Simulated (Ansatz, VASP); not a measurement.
**Pd: VASP beside Ansatz**

INCAR

```
SYSTEM = Pd
  ALGO = Normal
  EDIFF = 1E-6
  ENCUT = 520
  GGA = PS
  ISIF = 2
  ISMEAR = -1
  LASPH = .TRUE.
  LCHARG = .FALSE.
  LREAL = .FALSE.
  LWAVE = .FALSE.
  NBANDS = 28
  NELM = 80
  PREC = Accurate
  SIGMA = 0.1
```

The input KPOINTS:

```
k-points
0
G
  15 15 4
  0 0 0
```

The input POSCAR:

```
Pd
1.0
    2.8408996193      0.0000000000      0.0000000000
   -1.4204498097      2.4602912399      0.0000000000
    0.0000000000      0.0000000000      9.3631954334
Pd
4
Direct
    0.0000000000      0.0000000000      0.0000000000
    0.0000000000      0.0000000000      0.5000000000
    0.3333333333      0.6666666667      0.2500000000
    0.6666666667      0.3333333333      0.7500000000
```

Input for Ansatz:

```yaml
crystal:
  lattice:
    - [2.8408996193, 0.0, 0.0]
    - [-1.4204498097, 2.4602912399, 0.0]
    - [0.0, 0.0, 9.3631954334]
  atoms:
    - { symbol: Pd, position: [0.0, 0.0, 0.0] }
    - { symbol: Pd, position: [0.0, 0.0, 0.5] }
    - { symbol: Pd, position: [0.3333333333, 0.6666666667, 0.25] }
    - { symbol: Pd, position: [0.6666666667, 0.3333333333, 0.75] }
hamiltonian:
  xc: pbesol
  pseudopotentials:
    kind: paw
    azcp:
      Pd: "pseudopotentials/Pd.paw.azcp"
basis:
  ecutwfc: 420
  fft_grid_basis: typed
kpoints:
  mp_grid: { grid: [15, 15, 4], shift: [0, 0, 0] }
magnetization:
  spin_polarized: false
scf:
  occupations: { method: fermi_dirac, width: 0.1 }
  lower_state_search: "off"
output:
  stress: true
```

Alike in both runs: task single point; functional PBEsol; k mesh 15 × 15 × 4; occupations fermi-dirac, width 0.1 eV; no spin polarisation.

|  | VASP | Ansatz |
| --- | --- | --- |
| version | VASP 6.6.1 | Ansatz 0.2.0 |
| potentials or method | VASP PAW PBE potentials, release 64 (Pd), cutoff 520 eV | plane waves (420 eV) with PAW, scalar-relativistic |
| valence electrons in the cell | 40 | 72 |

|  | VASP | Ansatz | Ansatz less VASP |
| --- | --- | --- | --- |
| pressure (GPa) | -16.9 | -16.7 | +0.19 |

VASP's potentials were made for PBE, not for PBEsol, and Ansatz warns of the same on its side. VASP's potentials hold 40 valence electrons a cell and Ansatz's 72, so a difference there can come from the potentials and not from the codes.
